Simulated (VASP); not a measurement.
# MgO (P6_3mc) in VASP: further runs

MgO is run at these levels: PBEsol, LDA; tasks: single point.

Program: VASP 6.6.1. These are calculated values, not measurements. Logs are shortened: lines on timing, memory, paths and dates and some standing lists are left out, and cuts for length are marked.

## 1. The cell of the first run

The structure is hexagonal, space group P6_3mc (No. 186). Conventional cell: a = 3.263 Å, b = 3.263 Å, c = 4.916 Å, α = 90.00°, β = 90.00°, γ = 120.00°. Within 2.6 Å of Mg (site symmetry 3m) lie 4 O at 1.95 to 1.97 Å. O (site symmetry 3m) has 4 Mg at 1.95 to 1.97 Å within 2.6 Å.

## 2. Single point, PBEsol (volume scaled by 0.96)

The input, INCAR:

```
SYSTEM = MgO
ALGO     = Normal         ! electronic algorithm
EDIFF    = 1E-6           ! SCF threshold, eV
ENCUT    = 520            ! plane-wave cutoff, eV
GGA      = PS             ! functional
ISIF     = 2              ! what is computed and relaxed
ISMEAR   = -1             ! smearing method
LASPH    = .True.         ! aspherical terms in the spheres
LCHARG   = .True.         ! write CHGCAR
LELF     = .True.         ! ELF
LREAL    = .False.        ! projectors in reciprocal space
LVHAR    = .True.       
LWAVE    = .False.        ! write WAVECAR
NBANDS   = 16             ! bands
NELM     = 100            ! most SCF steps
PREC     = Accurate       ! precision mode
SIGMA    = 0.05           ! smearing width, eV
```

The input, KPOINTS:

```
k-points
0
Gamma
  9 9 6
  0 0 0
```

The input, POSCAR:

```
MgO
1.0
    3.2630816822      0.0000000000      0.0000000000
   -1.6315408411      2.8259116314      0.0000000000
    0.0000000000      0.0000000000      4.9155371758
Mg O
2 2
Direct
    0.6666666667      0.3333333333      0.5021597400
    0.3333333333      0.6666666667      0.0021597400
    0.6666666667      0.3333333333      0.9024402600
    0.3333333333      0.6666666667      0.4024402600
```

Potentials or basis: VASP PAW PBE potentials, release 64 (Mg, O).

Started as:

```
$ cat potpaw_PBE.64/Mg/POTCAR potpaw_PBE.64/O/POTCAR > POTCAR
$ mpirun -np 1 vasp_std > vasp.out
```

OUTCAR:

```text
SYSTEM = MgO
   EDIFF = 1E-6
   ENCUT = 520
   GGA = PS
   ISIF = 2
   ISMEAR = -1
   LASPH = .True.
   LREAL = .False.
   NELM = 100
   PREC = Accurate

 ion  position               nearest neighbor table
   1  0.667  0.333  0.502-   4 1.95   4 1.95   4 1.95   3 1.97   2 3.10   2 3.10   2 3.10   2 3.10
                             2 3.10   2 3.10
   2  0.333  0.667  0.002-   3 1.95   3 1.95   3 1.95   4 1.97   1 3.10   1 3.10   1 3.10   1 3.10
                             1 3.10   1 3.10
   3  0.667  0.333  0.902-   2 1.95   2 1.95   2 1.95   1 1.97
   4  0.333  0.667  0.402-   1 1.95   1 1.95   1 1.95   2 1.97

  LATTYP: Found a hexagonal cell.
 ALAT       =     3.2630816822
 C/A-ratio  =     1.5064094787

  Lattice vectors:

 A1 = (   3.2630816822,   0.0000000000,   0.0000000000)
 A2 = (  -1.6315408411,   2.8259116314,   0.0000000000)
 A3 = (   0.0000000000,   0.0000000000,   4.9155371758)

Analysis of symmetry for initial positions (statically):
=====================================================================
 Subroutine PRICEL returns:
 Original cell was already a primitive cell.

 Routine SETGRP: Setting up the symmetry group for a
 hexagonal supercell.

 Subroutine GETGRP returns: Found 12 space group operations
 (whereof  6 operations were pure point group operations)
 out of a pool of 24 trial point group operations.

The static configuration has the point symmetry C_3v.
 The point group associated with its full space group is C_6v.

Analysis of symmetry for dynamics (positions and initial velocities):
=====================================================================
 Subroutine PRICEL returns:
 Original cell was already a primitive cell.

 Routine SETGRP: Setting up the symmetry group for a
 hexagonal supercell.

 Subroutine GETGRP returns: Found 12 space group operations
 (whereof  6 operations were pure point group operations)
 out of a pool of 24 trial point group operations.

The dynamic configuration has the point symmetry C_3v.
 The point group associated with its full space group is C_6v.

 Subroutine INISYM returns: Found 12 space group operations
 (whereof  6 operations are pure point group operations),
 and found     1 'primitive' translations

----------------------------------------------------------------------------------------

                                     Primitive cell

  volume of cell :      45.3271

  direct lattice vectors                    reciprocal lattice vectors
     3.263081682  0.000000000  0.000000000     0.306458770  0.176934054  0.000000000
    -1.631540841  2.825911631  0.000000000     0.000000000  0.353868107  0.000000000
     0.000000000  0.000000000  4.915537176     0.000000000  0.000000000  0.203436565

  length of vectors
     3.263081682  3.263081682  4.915537176     0.353868107  0.353868107  0.203436565

  position of ions in fractional coordinates (direct lattice)
     0.666666667  0.333333333  0.502159740
     0.333333333  0.666666667  0.002159740
     0.666666667  0.333333333  0.902440260
     0.333333333  0.666666667  0.402440260

  ion indices of the primitive-cell ions
   primitive index   ion index
                 1           1
                 2           2
                 3           3
                 4           4

----------------------------------------------------------------------------------------

 KPOINTS: k-points

Automatic generation of k-mesh.
 Grid dimensions read from file:
 generate k-points for:    9    9    6

 Generating k-lattice:

  Cartesian coordinates                     Fractional coordinates (reciprocal lattice)
     0.034050974  0.019659339  0.000000000     0.111111111  0.000000000  0.000000000
     0.000000000  0.039318679  0.000000000     0.000000000  0.111111111  0.000000000
     0.000000000  0.000000000  0.033906094     0.000000000  0.000000000  0.166666667

  Length of vectors
     0.039318679  0.039318679  0.033906094

  Shift w.r.t. Gamma in fractional coordinates (k-lattice)
     0.000000000  0.000000000  0.000000000

 Subroutine IBZKPT returns following result:
 ===========================================

 Found     48 irreducible k-points:

 Following reciprocal coordinates:
            Coordinates               Weight
  0.000000  0.000000  0.000000      1.000000
  0.111111  0.000000  0.000000      6.000000
  0.222222 -0.000000  0.000000      6.000000
  0.333333 -0.000000  0.000000      6.000000
  0.444444 -0.000000  0.000000      6.000000
  0.111111  0.111111  0.000000      6.000000
[... 16 lines left out ...]
  0.333333  0.222222  0.166667     24.000000
  0.333333  0.333333  0.166667      4.000000
 [... further k-points ...]
   k-points           NKPTS =     48   k-points in BZ     NKDIM =     48   number of bands    NBANDS=     16
   number of dos      NEDOS =    301   number of ions     NIONS =      4
   total plane-waves  NPLWV =  23040
   dimension x,y,z NGX =    24 NGY =   24 NGZ =   40
   dimension x,y,z NGXF=    48 NGYF=   48 NGZF=   80
   ions per type =               2   2
   NGX,Y,Z   is equivalent  to a cutoff of  12.23, 12.23, 13.53 a.u.
   NGXF,Y,Z  is equivalent  to a cutoff of  24.45, 24.45, 27.06 a.u.
 SYSTEM =  MgO
   PREC   = accura    normal or accurate (medium, high low for compatibility)
   ISTART =      0    job   : 0-new  1-cont  2-samecut
   ICHARG =      2    charge: 1-file 2-atom 10-const
   ISPIN  =      1    spin polarized calculation?
   LNONCOLLINEAR =      F non collinear calculations
   LSORBIT =      F    spin-orbit coupling
   LASPH  =      T    aspherical Exc in radial PAW
   ENCUT  =  520.0 eV  38.22 Ry    6.18 a.u.   6.07  6.07  9.14*2*pi/ulx,y,z
   NELM   =    100;   NELMIN=  2; NELMDL= -5     # of ELM steps
   EDIFF  = 0.1E-05   stopping-criterion for ELM
   LREAL  =      F    real-space projection
   EDIFFG = 0.1E-04   stopping-criterion for IOM
   NSW    =      0    number of steps for IOM
   IBRION =     -1    ionic relax: 0-MD 1-quasi-New 2-CG
   NFREE  =      0    steps in history (QN), initial steepest desc. (CG)
   ISIF   =      2    stress and relaxation
   ISYM   =      2    0-nonsym 1-usesym 2-fastsym
   POTIM  = 0.5000    time-step for ionic-motion
   TEBEG  =    0.0;   TEEND  =   0.0 temperature during run
   PSTRESS=    0.0 pullay stress
   NELECT =      16.0000    total number of electrons
   NUPDOWN=      -1.0000    fix difference up-down
   EMIN   =  10.00;   EMAX   =-10.00  energy-range for DOS
   EFERMI =   0.00;   METHOD = LEGACY
   ISMEAR =    -1;   SIGMA  =   0.05  broadening in eV -4-tet -1-fermi 0-gaus
   EFERMI_NEDOS =   21; number of points for ismear=-14 and -15
   IALGO  =     38    algorithm
   IMIX   =      4    mixing-type and parameters
     AMIX     =   0.40;   BMIX     =  1.00
     AMIX_MAG =   1.60;   BMIX_MAG =  1.00
  volume/ion in A,a.u.               =      11.33        76.47
  Fermi-wavevector in a.u.,A,eV,Ry     =   1.156988  2.186391 18.213059  1.338622
  Thomas-Fermi vector in A             =   2.293604
   LORBIT       =      0    0 simple, 1 ext, 2 COOP (PROOUT), +10 PAW based schemes
   GGA     = PS    functional components
   LHFCALC =     F    Hartree Fock is set to
   AEXX    =    0.0000 exact exchange contribution
   IVDW    =     0    specifies the selected vdW correction
   LEPSILON=     F    determine dielectric tensor
   LRPA    =     F    only Hartree local field effects (RPA)
 non-spin polarized calculation
  energy-cutoff  :      520.00
  volume of cell :       45.33
 maximum number of plane-waves:      1242
   NGX = 13   NGY = 13   NGZ = 19

 number of electron      16.0000011 magnetization

 Free energy of the ion-electron system (eV)
  ---------------------------------------------------
  ext. energy  EPLUGINS =         0.00000000
  ---------------------------------------------------
  free energy    TOTEN  =       -24.51609247 eV

  energy without entropy =      -24.51609247  energy(sigma->0) =      -24.51609247

 E-fermi :   2.3196     XC(G=0): -10.1606

 val. band max:        1.2623735005   @ k =   0.0000   0.0000   0.0000
 cond. band min:       4.8308427130   @ k =   0.0000   0.0000   0.0000
 fundamental gap:      3.5684692124
 Fermi energy:         2.3196163916

 k-point     1 :       0.0000    0.0000    0.0000
  band No.  band energies     occupation
      1     -15.0746      2.00000
      2     -14.1708      2.00000
      3      -2.2037      2.00000
      4       0.4413      2.00000
      5       0.4413      2.00000
      6       0.7929      2.00000
[... 8 lines left out ...]
     15      18.0376      0.00000
     16      18.0376      0.00000

 k-point     2 :       0.1111    0.0000    0.0000
  band No.  band energies     occupation
      1     -15.0068      2.00000
      2     -14.1486      2.00000
      3      -2.0790      2.00000
      4       0.1242      2.00000
      5       0.3555      2.00000
      6       0.4131      2.00000
[... 8 lines left out ...]
     15      17.7093      0.00000
     16      17.8571      0.00000

 k-point     3 :       0.2222   -0.0000    0.0000
  band No.  band energies     occupation
      1     -14.8235      2.00000
      2     -14.0984      2.00000
      3      -1.7275      2.00000
      4      -0.7085      2.00000
      5      -0.1634      2.00000
      6       0.1763      2.00000
[... 8 lines left out ...]
     15      16.6809      0.00000
     16      16.9288      0.00000

 k-point     4 :       0.3333   -0.0000    0.0000
  band No.  band energies     occupation
      1     -14.5848      2.00000
      2     -14.0621      2.00000
      3      -1.5176      2.00000
      4      -1.2011      2.00000
      5      -0.6706      2.00000
      6       0.0044      2.00000
[... 8 lines left out ...]
     15      16.0695      0.00000
     16      17.1515      0.00000

 k-point     5 :       0.4444   -0.0000    0.0000
  band No.  band energies     occupation
      1     -14.3889      2.00000
      2     -14.0725      2.00000
      3      -1.9574      2.00000
      4      -1.0029      2.00000
      5      -0.6844      2.00000
      6      -0.0970      2.00000
[... 8 lines left out ...]
     15      15.8319      0.00000
     16      17.4917      0.00000

 k-point     6 :       0.1111    0.1111    0.0000
  band No.  band energies     occupation
      1     -14.8809      2.00000
      2     -14.1122      2.00000
      3      -1.8404      2.00000
      4      -0.3673      2.00000
      5      -0.1921      2.00000
      6       0.3646      2.00000
[... 8 lines left out ...]
     15      16.5800      0.00000
     16      17.3377      0.00000
[... 267 lines left out ...]
 k-point    21 :       0.4444    0.1111    0.1667
  band No.  band energies     occupation
      1     -14.3095      2.00000
      2     -14.0979      2.00000
      3      -2.0059      2.00000
      4      -1.2320      2.00000
      5      -0.5035      2.00000
      6      -0.0541      2.00000
[... 8 lines left out ...]
     15      15.4261      0.00000
     16      17.5513      0.00000

 k-point    22 :       0.2222    0.2222    0.1667
  band No.  band energies     occupation
      1     -14.4379      2.00000
      2     -14.0835      2.00000
      3      -1.5325      2.00000
      4      -1.3755      2.00000
      5      -0.3294      2.00000
      6      -0.2878      2.00000
[... 8 lines left out ...]
     15      15.4810      0.00000
     16      18.0252      0.00000

 k-point    23 :       0.3333    0.2222    0.1667
  band No.  band energies     occupation
      1     -14.2753      2.00000
      2     -14.1014      2.00000
      3      -1.7474      2.00000
      4      -1.1761      2.00000
      5      -0.7318      2.00000
      6      -0.0585      2.00000
[... 8 lines left out ...]
     15      15.1447      0.00000
     16      18.0875      0.00000

 k-point    24 :       0.3333    0.3333    0.1667
  band No.  band energies     occupation
      1     -14.1634      2.00000
      2     -14.1634      2.00000
      3      -1.5987      2.00000
      4      -1.0466      2.00000
      5      -1.0466      2.00000
      6      -0.2374      2.00000
[... 8 lines left out ...]
     15      14.8253      0.00000
     16      19.0338      0.00000

 [... further k-points ...]

------------------------ aborting loop because EDIFF is reached ----------------------------------------

  FORCE on cell =-STRESS in cart. coord.  units (eV):
  Direction    XX          YY          ZZ          XY          YZ          ZX
  --------------------------------------------------------------------------------------
  -------------------------------------------------------------------------------------
  Total        1.6496445      1.6496445      1.4178439      0.0000000      0.0000000      0.0000000
  in kB       58.3100543     58.3100543     50.1165864      0.0000000      0.0000000      0.0000000
  external PRESSURE =      55.5788984 kB  Pullay stress =       0.0000000 kB

 VOLUME and BASIS-vectors are now :
 -----------------------------------------------------------------------------
  energy-cutoff  :      520.00
  volume of cell :       45.33
      direct lattice vectors                 reciprocal lattice vectors
     3.263081682  0.000000000  0.000000000     0.306458770  0.176934054  0.000000000
    -1.631540841  2.825911631  0.000000000     0.000000000  0.353868107  0.000000000
     0.000000000  0.000000000  4.915537176     0.000000000  0.000000000  0.203436565

 POSITION                                       TOTAL-FORCE (eV/Angst)
 -----------------------------------------------------------------------------------
      1.63154      0.94197      2.46838        -0.000000      0.000000     -0.032080
     -0.00000      1.88394      0.01062         0.000000     -0.000000     -0.032080
      1.63154      0.94197      4.43598         0.000000      0.000000      0.032080
     -0.00000      1.88394      1.97821         0.000000      0.000000      0.032080
 -----------------------------------------------------------------------------------
    total drift:                               -0.000000     -0.000000      0.001097

  FREE ENERGIE OF THE ION-ELECTRON SYSTEM (eV)
  ---------------------------------------------------
  free  energy   TOTEN  =       -24.5160924698 eV

  energy  without entropy=      -24.5160924698  energy(sigma->0) =      -24.51609247
```

It took 37 s on 1 thread of Intel Xeon 8259CL, shared host; peak memory 0.18 GiB.

What came out:

| Property | Result |
| --- | --- |
| Free energy | -24.5161 eV |
| Pressure | 5.6 GPa |
| Largest force | 0.032 eV/Å |
| Band gap on the k mesh | 3.57 eV, direct |

Forces in eV/Å, atoms in the order of the input:
```
Mg   0.000  0.000 -0.032
Mg   0.000  0.000 -0.032
O    0.000  0.000  0.032
O    0.000  0.000  0.032
```

Caveat: the PAW data sets were made with another functional, which shifts forces and pressure a little. A k mesh can miss the band edges.

## 3. Single point, LDA (volume scaled by 0.98)

The input, INCAR:

```
SYSTEM = MgO
ALGO = Normal ; EDIFF = 1E-6
ENCUT = 520 ; GGA = CA
ISIF = 2 ; ISMEAR = -1
LASPH = .TRUE. ; LCHARG = .FALSE.
LREAL = .FALSE. ; LWAVE = .FALSE.
NBANDS = 16 ; NELM = 60
PREC = Accurate ; SIGMA = 0.05
```

The input, KPOINTS:

```
k-points
0
G
  9 9 6
  0 0 0
```

The input, POSCAR:

```
MgO
1.0
    3.2855864049      0.0000000000      0.0000000000
   -1.6427932025      2.8454012930      0.0000000000
    0.0000000000      0.0000000000      4.9494385035
Mg O
2 2
Direct
    0.6666666667      0.3333333333      0.5021597400
    0.3333333333      0.6666666667      0.0021597400
    0.6666666667      0.3333333333      0.9024402600
    0.3333333333      0.6666666667      0.4024402600
```

Potentials or basis: VASP PAW LDA potentials, release 64 (Mg, O).

Started as:

```
$ cat potpaw_LDA.64/Mg/POTCAR potpaw_LDA.64/O/POTCAR > POTCAR
$ mpirun -np 1 vasp_std > vasp.out
```

Run time: 33 s. Hardware: 1 thread of Intel Xeon 8259CL, shared host; peak memory 0.16 GiB.

Results (log left out):

```
Free energy            : -26.2522 eV
Pressure               : -3.0 GPa
Largest force          : 0.027 eV/Å
Band gap on the k mesh : 3.47 eV, direct
```

Forces in eV/Å, atoms in the order of the input:
```
Mg   0.000  0.000  0.027
Mg   0.000  0.000  0.027
O    0.000  0.000 -0.027
O    0.000  0.000 -0.027
```

Stress tensor (GPa, compression positive):
```
-3.06  0.00  0.00
 0.00 -3.06  0.00
 0.00  0.00 -2.78
```

Levels at points of the mesh, in eV from the valence-band top:
```
           k point  band 4  band 5  band 6  band 7  band 8  band 9  band 10  band 11  band 12  band 13
(0.00, 0.00, 0.00)   -0.81   -0.81   -0.46   -0.46    0.00    3.47     8.46    10.32    13.96    13.96
(0.00, 0.00, 0.50)   -2.10   -0.64   -0.64   -0.64   -0.64    5.99     5.99    13.14    13.14    14.45
```

 A k mesh can miss the band edges.

(Continued in part 2 of 2.)
